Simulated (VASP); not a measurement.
# Ga (P6/mmm) in VASP: notebook

Ga is run at these levels: LDA; tasks: single point.

Everything below comes from runs of VASP 6.6.1. Logs are shortened: lines on timing, memory, paths and dates and some standing lists are left out, and cuts for length are marked.

### Step 1. The cell of the first run

The structure is hexagonal, space group P6/mmm (No. 191). Conventional cell: a = 2.066 Å, b = 2.066 Å, c = 2.000 Å, α = 90.00°, β = 90.00°, γ = 120.00°. Ga (site symmetry 6/mmm) has 8 Ga at 2.00 to 2.07 Å within 2.7 Å.

### Step 2. Single point, LDA

The input, INCAR:

```
SYSTEM = Ga
  PREC = Accurate
  ENCUT = 520
  EDIFF = 1E-6
  ISMEAR = -1
  SIGMA = 0.1
  LREAL = .False.
  LASPH = .True.
  NELM = 60
  ALGO = Normal
  ISIF = 2
  LWAVE = .False.
  LCHARG = .False.
  GGA = CA
  NBANDS = 12
```

The input, KPOINTS:

```
regular mesh
0
Gamma
  20 20 19
  0 0 0
```

The input, POSCAR:

```
Ga
1.0
    2.0660427650      0.0000000000      0.0000000000
   -1.0330213825      1.7892455198      0.0000000000
    0.0000000000      0.0000000000      2.0002276195
Ga
1
Direct
    0.0000000000      0.0000000000      0.0000000000
```

Potentials or basis: VASP PAW LDA potentials, release 64 (Ga_d).

On the command line:

```console
> cat potpaw_LDA.64/Ga_d/POTCAR > POTCAR
> mpirun -np 1 vasp_std > vasp.out
```

OUTCAR:

```text
SYSTEM = Ga
   PREC = Accurate
   ENCUT = 520
   EDIFF = 1E-6
   ISMEAR = -1
   LREAL = .False.
   LASPH = .True.
   NELM = 60
   ISIF = 2
   GGA = CA

 ion  position               nearest neighbor table
   1  0.000  0.000  0.000-

  LATTYP: Found a hexagonal cell.
 ALAT       =     2.0660427650
 C/A-ratio  =     0.9681443450

  Lattice vectors:

 A1 = (   2.0660427650,   0.0000000000,   0.0000000000)
 A2 = (  -1.0330213825,   1.7892455198,   0.0000000000)
 A3 = (   0.0000000000,   0.0000000000,   2.0002276195)

Analysis of symmetry for initial positions (statically):
=====================================================================
 Subroutine PRICEL returns:
 Original cell was already a primitive cell.

 Routine SETGRP: Setting up the symmetry group for a
 hexagonal supercell.

 Subroutine GETGRP returns: Found 24 space group operations
 (whereof 24 operations were pure point group operations)
 out of a pool of 24 trial point group operations.

The static configuration has the point symmetry D_6h.

Analysis of symmetry for dynamics (positions and initial velocities):
=====================================================================
 Subroutine PRICEL returns:
 Original cell was already a primitive cell.

 Routine SETGRP: Setting up the symmetry group for a
 hexagonal supercell.

 Subroutine GETGRP returns: Found 24 space group operations
 (whereof 24 operations were pure point group operations)
 out of a pool of 24 trial point group operations.

The dynamic configuration has the point symmetry D_6h.

 Subroutine INISYM returns: Found 24 space group operations
 (whereof 24 operations are pure point group operations),
 and found     1 'primitive' translations

----------------------------------------------------------------------------------------

                                     Primitive cell

  volume of cell :       7.3942

  direct lattice vectors                    reciprocal lattice vectors
     2.066042765  0.000000000  0.000000000     0.484017087  0.279447395  0.000000000
    -1.033021383  1.789245520  0.000000000     0.000000000  0.558894791  0.000000000
     0.000000000  0.000000000  2.000227619     0.000000000  0.000000000  0.499943102

  length of vectors
     2.066042765  2.066042765  2.000227619     0.558894791  0.558894791  0.499943102

  position of ions in fractional coordinates (direct lattice)
     0.000000000  0.000000000  0.000000000

  ion indices of the primitive-cell ions
   primitive index   ion index
                 1           1

[... 81 lines left out ...]
   PSTRESS=    0.0 pullay stress
   NELECT =      13.0000    total number of electrons
   NUPDOWN=      -1.0000    fix difference up-down
   EMIN   =  10.00;   EMAX   =-10.00  energy-range for DOS
   EFERMI =   0.00;   METHOD = LEGACY
   ISMEAR =    -1;   SIGMA  =   0.10  broadening in eV -4-tet -1-fermi 0-gaus
   EFERMI_NEDOS =   21; number of points for ismear=-14 and -15
   IALGO  =     38    algorithm
   IMIX   =      4    mixing-type and parameters
     AMIX     =   0.40;   BMIX     =  1.00
     AMIX_MAG =   1.60;   BMIX_MAG =  1.00
  volume/ion in A,a.u.               =       7.39        49.90
  Fermi-wavevector in a.u.,A,eV,Ry     =   1.975876  3.733865 53.118324  3.904087
  Thomas-Fermi vector in A             =   2.997324
   LORBIT       =      0    0 simple, 1 ext, 2 COOP (PROOUT), +10 PAW based schemes
   GGA     = CA    functional components
   LHFCALC =     F    Hartree Fock is set to
   AEXX    =    0.0000 exact exchange contribution
   IVDW    =     0    specifies the selected vdW correction
   LEPSILON=     F    determine dielectric tensor
   LRPA    =     F    only Hartree local field effects (RPA)
 non-spin polarized calculation
  energy-cutoff  :      520.00
  volume of cell :        7.39
 maximum number of plane-waves:       207
 NGX is ok and might be reduce to    16

 number of electron      12.9999998 magnetization

 Free energy of the ion-electron system (eV)
  ---------------------------------------------------
  ext. energy  EPLUGINS =         0.00000000
  ---------------------------------------------------
  free energy    TOTEN  =         2.88228564 eV

  energy without entropy =        2.88917401  energy(sigma->0) =        2.88572983

 E-fermi :  19.3635     XC(G=0): -17.0685

 val. band max:       19.3565489355   @ k =   0.3000   0.3000   0.1579
 cond. band min:      19.3695886259   @ k =   0.3500   0.1500   0.4211
 fundamental gap:      0.0130396905
 Fermi energy:        19.3635499784

 k-point     1 :       0.0000    0.0000    0.0000
  band No.  band energies     occupation
      1      -2.3977      2.00000
      2      -0.9566      2.00000
      3       0.8023      2.00000
      4       0.8023      2.00000
      5       2.7277      2.00000
      6       2.7277      2.00000
      7      34.1742      0.00000
      8      40.6180      0.00000
      9      40.6605      0.00000
     10      44.4876      0.00000
     11      44.4876      0.00000
     12      48.4129      0.00000
[... 331 lines left out ...]
 k-point    24 :       0.2500    0.1000    0.0000
  band No.  band energies     occupation
      1      -0.4694      2.00000
      2      -0.2684      2.00000
      3       1.4349      2.00000
      4       1.9371      2.00000
      5       2.5178      2.00000
      6       3.7395      2.00000
      7      23.7393      0.00000
      8      30.2352      0.00000
      9      40.2174      0.00000
     10      42.2881      0.00000
     11      44.8379      0.00000
     12      57.4192      0.00000

 [... further k-points ...]

------------------------ aborting loop because EDIFF is reached ----------------------------------------

  FORCE on cell =-STRESS in cart. coord.  units (eV):
  Direction    XX          YY          ZZ          XY          YZ          ZX
  --------------------------------------------------------------------------------------
  -------------------------------------------------------------------------------------
  Total       21.3413502     21.3413502     21.5022803      0.0000000     -0.0000000      0.0000000
  in kB     4624.2766685   4624.2766685   4659.1472426      0.0000000     -0.0000000      0.0000000
  external PRESSURE =    4635.9001932 kB  Pullay stress =       0.0000000 kB

 VOLUME and BASIS-vectors are now :
 -----------------------------------------------------------------------------
  energy-cutoff  :      520.00
  volume of cell :        7.39
      direct lattice vectors                 reciprocal lattice vectors
     2.066042765  0.000000000  0.000000000     0.484017087  0.279447395  0.000000000
    -1.033021383  1.789245520  0.000000000     0.000000000  0.558894791  0.000000000
     0.000000000  0.000000000  2.000227619     0.000000000  0.000000000  0.499943102

 POSITION                                       TOTAL-FORCE (eV/Angst)
 -----------------------------------------------------------------------------------
      0.00000      0.00000      0.00000         0.000000      0.000000      0.000000
 -----------------------------------------------------------------------------------
    total drift:                                0.000000     -0.000000      0.000000

  FREE ENERGIE OF THE ION-ELECTRON SYSTEM (eV)
  ---------------------------------------------------
  free  energy   TOTEN  =         2.8822856436 eV

  energy  without entropy=        2.8891740127  energy(sigma->0) =        2.88572983
```

OSZICAR:

```text
N       E                     dE             d eps       ncg     rms          rms(c)
DAV:   1     0.380561354141E+02    0.38056E+02   -0.61991E+03 13232   0.234E+03
DAV:   2     0.346885684383E+01   -0.34587E+02   -0.33085E+02 11068   0.243E+02
DAV:   3     0.255039297465E+01   -0.91846E+00   -0.91650E+00 12012   0.356E+01
DAV:   4     0.254648437774E+01   -0.39086E-02   -0.39083E-02 11764   0.224E+00
DAV:   5     0.254646534075E+01   -0.19037E-04   -0.19034E-04 12424   0.151E-01    0.354E+00
DAV:   6     0.276906762352E+01    0.22260E+00   -0.92707E-02 12436   0.974E+00    0.189E+00
DAV:   7     0.287800939711E+01    0.10894E+00   -0.42755E-02 11732   0.496E+00    0.266E-01
DAV:   8     0.288230193602E+01    0.42925E-02   -0.36750E-03 12652   0.125E+00    0.240E-02
DAV:   9     0.288228377351E+01   -0.18163E-04   -0.57109E-05 13924   0.131E-01    0.749E-03
DAV:  10     0.288228506479E+01    0.12913E-05   -0.12718E-06  8904   0.284E-02    0.326E-03
DAV:  11     0.288228564359E+01    0.57880E-06   -0.35503E-07  7792   0.140E-02
   1 F= 0.28822856E+01 E0= 0.28857298E+01  d E =-.688837E-02
```

It used 13 s of CPU time on 1 thread of Intel(R) Xeon(R) Platinum 8488C (Sapphire Rapids), with other jobs on the host.

Results:

* Free energy: 2.8823 eV
* Pressure: 463.6 GPa

### Step 3. Single point, LDA

The input, INCAR:

```
PREC = Accurate
ENCUT = 520
EDIFF = 1E-7
ISMEAR = -1
SIGMA = 0.1
LREAL = F
LASPH = T
NELM = 80
ALGO = Normal
ISIF = 2
LWAVE = F
LCHARG = T
LELF = T
LVHAR = T
NBANDS = 12
```

The input, KPOINTS:

```
regular mesh
0
Gamma
  20 20 19
```

The input, POSCAR:

```
Ga
1.0
    2.0664793996      0.0000000000      0.0000000000
   -1.0332396998      1.7896236564      0.0000000000
    0.0000000000      0.0000000000      2.0009607514
Ga
1
Direct
    0.0000000000      0.0000000000      0.0000000000
```

Potentials or basis: VASP PAW LDA potentials, release 64 (Ga_d).

On the command line:

```console
> cat potpaw_LDA.64/Ga_d/POTCAR > POTCAR
> mpirun -np 1 vasp_std > vasp.out
```

OUTCAR:

```text
PREC = Accurate
   ENCUT = 520
   EDIFF = 1E-7
   ISMEAR = -1
   LREAL = F
   LASPH = T
   NELM = 80
   ISIF = 2

 ion  position               nearest neighbor table
   1  0.000  0.000  0.000-

  LATTYP: Found a hexagonal cell.
 ALAT       =     2.0664793996
 C/A-ratio  =     0.9682945554

  Lattice vectors:

 A1 = (   2.0664793996,   0.0000000000,   0.0000000000)
 A2 = (  -1.0332396998,   1.7896236564,   0.0000000000)
 A3 = (   0.0000000000,   0.0000000000,   2.0009607514)

Analysis of symmetry for initial positions (statically):
=====================================================================
 Subroutine PRICEL returns:
 Original cell was already a primitive cell.

 Routine SETGRP: Setting up the symmetry group for a
 hexagonal supercell.

 Subroutine GETGRP returns: Found 24 space group operations
 (whereof 24 operations were pure point group operations)
 out of a pool of 24 trial point group operations.

The static configuration has the point symmetry D_6h.

Analysis of symmetry for dynamics (positions and initial velocities):
=====================================================================
 Subroutine PRICEL returns:
 Original cell was already a primitive cell.

 Routine SETGRP: Setting up the symmetry group for a
 hexagonal supercell.

 Subroutine GETGRP returns: Found 24 space group operations
 (whereof 24 operations were pure point group operations)
 out of a pool of 24 trial point group operations.

The dynamic configuration has the point symmetry D_6h.

 Subroutine INISYM returns: Found 24 space group operations
 (whereof 24 operations are pure point group operations),
 and found     1 'primitive' translations

----------------------------------------------------------------------------------------

                                     Primitive cell

[... 112 lines left out ...]
   LORBIT       =      0    0 simple, 1 ext, 2 COOP (PROOUT), +10 PAW based schemes
   GGA     = CA    functional components
   LHFCALC =     F    Hartree Fock is set to
   AEXX    =    0.0000 exact exchange contribution
   IVDW    =     0    specifies the selected vdW correction
   LEPSILON=     F    determine dielectric tensor
   LRPA    =     F    only Hartree local field effects (RPA)
 non-spin polarized calculation
  energy-cutoff  :      520.00
  volume of cell :        7.40
 maximum number of plane-waves:       207
 NGX is ok and might be reduce to    16

 number of electron      12.9999998 magnetization

 Free energy of the ion-electron system (eV)
  ---------------------------------------------------
  ext. energy  EPLUGINS =         0.00000000
  ---------------------------------------------------
  free energy    TOTEN  =         2.86540280 eV

  energy without entropy =        2.87228389  energy(sigma->0) =        2.86884334

 E-fermi :  19.3446     XC(G=0): -17.0627

 val. band max:       19.3373592978   @ k =   0.3000   0.3000   0.1579
 cond. band min:      19.3509546440   @ k =   0.3500   0.1500   0.4211
 fundamental gap:      0.0135953462
 Fermi energy:        19.3445856032

 k-point     1 :       0.0000    0.0000    0.0000
  band No.  band energies     occupation
      1      -2.4036      2.00000
      2      -0.9656      2.00000
      3       0.7899      2.00000
      4       0.7899      2.00000
      5       2.7126      2.00000
      6       2.7126      2.00000
      7      34.1418      0.00000
      8      40.6004      0.00000
      9      40.6222      0.00000
     10      44.4608      0.00000
     11      44.4608      0.00000
     12      48.3840      0.00000
[... 331 lines left out ...]
 k-point    24 :       0.2500    0.1000    0.0000
  band No.  band energies     occupation
      1      -0.4796      2.00000
      2      -0.2777      2.00000
      3       1.4232      2.00000
      4       1.9227      2.00000
      5       2.5029      2.00000
      6       3.7278      2.00000
      7      23.7203      0.00000
      8      30.2140      0.00000
      9      40.1812      0.00000
     10      42.2549      0.00000
     11      44.8114      0.00000
     12      57.3873      0.00000

 [... further k-points ...]

------------------------ aborting loop because EDIFF is reached ----------------------------------------

  FORCE on cell =-STRESS in cart. coord.  units (eV):
  Direction    XX          YY          ZZ          XY          YZ          ZX
  --------------------------------------------------------------------------------------
  -------------------------------------------------------------------------------------
  Total       21.3021618     21.3021618     21.4442597      0.0000000     -0.0000000      0.0000000
  in kB     4612.1444276   4612.1444274   4642.9101347      0.0000000     -0.0000000      0.0000000
  external PRESSURE =    4622.3996632 kB  Pullay stress =       0.0000000 kB

 VOLUME and BASIS-vectors are now :
 -----------------------------------------------------------------------------
  energy-cutoff  :      520.00
  volume of cell :        7.40
      direct lattice vectors                 reciprocal lattice vectors
     2.066479400  0.000000000  0.000000000     0.483914817  0.279388350  0.000000000
    -1.033239700  1.789623656  0.000000000     0.000000000  0.558776699  0.000000000
     0.000000000  0.000000000  2.000960751     0.000000000  0.000000000  0.499759927

 POSITION                                       TOTAL-FORCE (eV/Angst)
 -----------------------------------------------------------------------------------
      0.00000      0.00000      0.00000        -0.000000      0.000000      0.000000
 -----------------------------------------------------------------------------------
    total drift:                                0.000000      0.000000      0.000000

  FREE ENERGIE OF THE ION-ELECTRON SYSTEM (eV)
  ---------------------------------------------------
  free  energy   TOTEN  =         2.8654027958 eV

  energy  without entropy=        2.8722838913  energy(sigma->0) =        2.86884334
```

stdout:

```text
POSCAR found type information on POSCAR Ga
 POSCAR found :  1 types and       1 ions
 scaLAPACK will be used
 LDA part: xc-table for (Slater(with rela. corr.)+CA(PZ))
 , standard interpolation
 POSCAR, INCAR and KPOINTS ok, starting setup
 FFT: planning ... GRIDC
 FFT: planning ... GRID_SOFT
 FFT: planning ... GRID
 WAVECAR not read
 entering main loop
```

It used 16 s of CPU time on 1 thread of Intel(R) Xeon(R) Platinum 8488C (Sapphire Rapids) (shared host).

What came out:

* Free energy: 2.8654 eV
* Pressure: 462.2 GPa

Levels at points of the mesh, in eV from the Fermi level:
```tsv
k point	band 2	band 3	band 4	band 5	band 6	band 7	band 8	band 9	band 10	band 11
(0.00, 0.00, 0.00)	-20.31	-18.55	-18.55	-16.63	-16.63	14.80	21.26	21.28	25.12	25.12
(0.50, 0.00, 0.00)	-19.38	-17.80	-16.87	-16.40	-10.66	-5.03	12.44	19.59	24.37	27.34
```

### Step 4. Single point, LDA

This run uses another cell than the first one: it holds 3 atoms, not 1.

The input, INCAR:

```
SYSTEM = Ga
PREC = Accurate ; ENCUT = 520
EDIFF = 1E-6 ; ISMEAR = -1
SIGMA = 0.1 ; LREAL = .FALSE.
LASPH = .TRUE. ; NELM = 80
ALGO = Normal ; ISIF = 2
LWAVE = .FALSE. ; LCHARG = .FALSE.
NBANDS = 26
```

The input, KPOINTS:

```
Automatic mesh
0
G
  10 10 14
  0 0 0
```

The input, POSCAR:

```
Ga
1.0
    3.4823579060      0.0000000000      0.0000000000
   -1.7411789530      3.0158104117      0.0000000000
    0.0000000000      0.0000000000      2.0738021781
Ga
3
Direct
    0.0000000000      0.0000000000      0.0000000000
    0.3333333333      0.6666666667      0.5000000000
    0.6666666667      0.3333333333      0.5000000000
```

On the command line:

```console
> cat potpaw_LDA.64/Ga_d/POTCAR > POTCAR
> mpirun -np 1 vasp_std > vasp.out
```

It used 43 s of CPU time on 1 thread of Intel(R) Xeon(R) Platinum 8488C (Sapphire Rapids) (shared host).

The run converged. Its results:

```yaml
Free_energy: 8.4315 eV
Pressure: 462.1 GPa
```

Stress tensor (GPa, compression positive):
```
462.54   0.00   0.00
  0.00 462.54   0.00
  0.00   0.00 461.21
```

Levels at points of the mesh, in eV from the Fermi level:
| k point | band 17 | band 18 | band 19 | band 20 | band 21 | band 22 |
| --- | --- | --- | --- | --- | --- | --- |
| (0.00, 0.00, 0.00) | -4.87 | -4.87 | -4.79 | -4.79 | -1.35 | -1.18 |
| (0.50, 0.00, 0.00) | -16.43 | -11.21 | -5.12 | 7.95 | 8.01 | 9.26 |
| (0.00, 0.00, 0.50) | -11.44 | 1.38 | 1.61 | 1.61 | 3.14 | 3.14 |
| (0.50, 0.00, 0.50) | -9.62 | -6.09 | -5.57 | -1.19 | 0.68 | 1.46 |

### Step 5. Single point, LDA

This run uses another cell than the first one: it holds 3 atoms, not 1.

The input, INCAR:

```
ALGO = Normal
EDIFF = 1E-6
ENCUT = 520
ISIF = 2
ISMEAR = -1
LASPH = True
LCHARG = True
LELF = True
LREAL = False
LVHAR = True
LWAVE = False
NBANDS = 26
NELM = 60
PREC = Accurate
SIGMA = 0.1
```

The input, KPOINTS:

```
k-points
0
Gamma
  10 10 14
```

The input, POSCAR:

```
Ga
1.0
    3.4831495774      0.0000000000      0.0000000000
   -1.7415747887      3.0164960192      0.0000000000
    0.0000000000      0.0000000000      2.0739025421
Ga
3
Direct
    0.0000000000      0.0000000000      0.0000000000
    0.3333333333      0.6666666667      0.5000000000
    0.6666666667      0.3333333333      0.5000000000
```

On the command line:

```console
> cat potpaw_LDA.64/Ga_d/POTCAR > POTCAR
> mpirun -np 1 vasp_std > vasp.out
```

It used 44 s of CPU time on 1 thread of Intel(R) Xeon(R) Platinum 8488C (Sapphire Rapids) (shared host).

The run converged. Its results:

```yaml
Free_energy: 8.3999 eV
Pressure: 461.3 GPa
```

Stress tensor (GPa, compression positive):
```
461.61   0.00   0.00
  0.00 461.61   0.00
  0.00   0.00 460.53
```

Levels at points of the mesh, in eV from the Fermi level:
| k point | band 17 | band 18 | band 19 | band 20 | band 21 | band 22 |
| --- | --- | --- | --- | --- | --- | --- |
| (0.00, 0.00, 0.00) | -4.87 | -4.87 | -4.79 | -4.79 | -1.35 | -1.19 |
| (0.50, 0.00, 0.00) | -16.43 | -11.20 | -5.12 | 7.95 | 8.00 | 9.25 |
| (0.00, 0.00, 0.50) | -11.43 | 1.38 | 1.61 | 1.61 | 3.14 | 3.14 |
| (0.50, 0.00, 0.50) | -9.61 | -6.08 | -5.56 | -1.19 | 0.68 | 1.46 |

### Step 6. The runs side by side

```tsv
cell	k mesh	gap on the mesh (eV)	pressure (GPa)
a = 2.066, b = 2.066, c = 2.000 Å, angles 90.0, 90.0, 120.0°, 1 atom	20 × 20 × 19	none	463.6
a = 2.066, b = 2.066, c = 2.001 Å, angles 90.0, 90.0, 120.0°, 1 atom	20 × 20 × 19	none	462.2
a = 3.482, b = 3.482, c = 2.074 Å, angles 90.0, 90.0, 120.0°, 3 atoms	10 × 10 × 14	none	462.1
a = 3.483, b = 3.483, c = 2.074 Å, angles 90.0, 90.0, 120.0°, 3 atoms	10 × 10 × 14	none	461.3
```

Alike in all rows: task single point; level LDA; potentials or basis VASP PAW LDA potentials, release 64 (Ga_d); no spin polarisation; cutoff (eV) 520; smearing fermi-dirac 0.1 eV.

Total energies depend on the potentials used, so only differences within one code and one set of settings carry meaning.
